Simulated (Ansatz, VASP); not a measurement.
## Ge2Sb2Te5: VASP beside Ansatz

The input INCAR:

```
PREC = Accurate
ENCUT = 520
EDIFF = 1E-6
ISMEAR = 0
SIGMA = 0.03
LREAL = False
LASPH = True
NELM = 80
ALGO = Fast
ISIF = 2
LWAVE = False
LCHARG = False
GGA = PE
NBANDS = 44
```

File KPOINTS:

```
regular mesh
0
Gamma
  12 12 2
```

Contents of POSCAR:

```
Ge2Sb2Te5
1.0
    4.1655401336      0.0000000000      0.0000000000
   -2.0827700668      3.6074635762      0.0000000000
    0.0000000000      0.0000000000     19.9650173062
Ge Sb Te
2 2 5
Direct
    0.0000000000      0.0000000000      0.3313200918
    0.0000000000      0.0000000000      0.6686799082
    0.3333333333      0.6666666667      0.1120971408
    0.6666666667      0.3333333333      0.8879028592
    0.0000000000      0.0000000000      0.0000000000
    0.3333333333      0.6666666667      0.7914345914
    0.6666666667      0.3333333333      0.2085654086
    0.3333333333      0.6666666667      0.4096023866
    0.6666666667      0.3333333333      0.5903976134
```

Input for Ansatz:

```yaml
crystal:
  lattice:
    - [4.1655401336, 0.0, 0.0]
    - [-2.0827700668, 3.6074635762, 0.0]
    - [0.0, 0.0, 19.9650173062]
  atoms:
    - { symbol: Ge, position: [0.0, 0.0, 0.3313200918] }
    - { symbol: Ge, position: [0.0, 0.0, 0.6686799082] }
    - { symbol: Sb, position: [0.3333333333, 0.6666666667, 0.1120971408] }
    - { symbol: Sb, position: [0.6666666667, 0.3333333333, 0.8879028592] }
    - { symbol: Te, position: [0.0, 0.0, 0.0] }
    - { symbol: Te, position: [0.3333333333, 0.6666666667, 0.7914345914] }
    - { symbol: Te, position: [0.6666666667, 0.3333333333, 0.2085654086] }
    - { symbol: Te, position: [0.3333333333, 0.6666666667, 0.4096023866] }
    - { symbol: Te, position: [0.6666666667, 0.3333333333, 0.5903976134] }
basis:
  ecutwfc: 420
kpoints:
  mp_grid: { grid: [12, 12, 2] }
hamiltonian:
  xc: pbe
scf:
  occupations: { method: gaussian, width: 0.03 }
output:
  forces: true
  stress: true
  eigenvalues: true
```

Alike in both runs: task single point; functional PBE; k mesh 12 × 12 × 2; occupations gaussian, width 0.03 eV; no spin polarisation.

|  | VASP | Ansatz |
| --- | --- | --- |
| version | VASP 6.6.1 | Ansatz 0.2.0 |
| potentials or method | VASP PAW PBE potentials, release 64 (Ge_d, Sb, Te), cutoff 520 eV | scalar-relativistic, plane waves, PAW |
| valence electrons in the cell | 68 | 138 |

VASP gave:

- gap on the k mesh at the Fermi level (eV): none
- pressure (GPa): -2.0
- traceless stress, the component that is largest in VASP (GPa): -2.65
- rms of the force components (eV/Å): 0.287

**Question.** What did Ansatz give for the same quantities?

**Answer.** gap on the k mesh at the Fermi level (eV): none; pressure (GPa): -2.0; traceless stress, the component that is largest in VASP (GPa): -2.67; rms of the force components (eV/Å): 0.294.

Atom by atom the forces differ by 0.008 eV/Å (rms over components). A gap of «none» marks a metal or a gap that the smearing closes. The functional is the same, so the differences come from potentials, cutoffs and numerics. VASP's potentials hold 68 valence electrons a cell and Ansatz's 138, so a difference there can come from the potentials and not from the codes.

Spin-orbit coupling is off throughout.
